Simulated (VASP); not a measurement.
A run of VASP 6.6.1 is set up as follows.

The input INCAR:

```
SYSTEM = Ta
  PREC = Accurate
  ENCUT = 520
  EDIFF = 1E-7
  ISMEAR = -1
  SIGMA = 0.05
  LREAL = .False.
  LASPH = .True.
  NELM = 60
  ALGO = Normal
  ISIF = 2
  LWAVE = .False.
  LCHARG = .False.
  GGA = PE
  NBANDS = 12
```

KPOINTS

```
Automatic mesh
0
Gamma
  16 16 16
  0 0 0
```

Contents of POSCAR:

```
Ta
1.0
   -1.4004444557      1.4004444557      1.4004444557
    1.4004444557     -1.4004444557      1.4004444557
    1.4004444557      1.4004444557     -1.4004444557
Ta
1
Direct
    0.0000000000      0.0000000000      0.0000000000
```

Potentials or basis: VASP PAW PBE potentials, release 64 (Ta_pv).

The run is started by

```bash
$ cat potpaw_PBE.64/Ta_pv/POTCAR > POTCAR
$ mpirun -np 1 vasp_std > vasp.out
```

Question: Estimate the pressure.

Answer: 258.5 GPa.
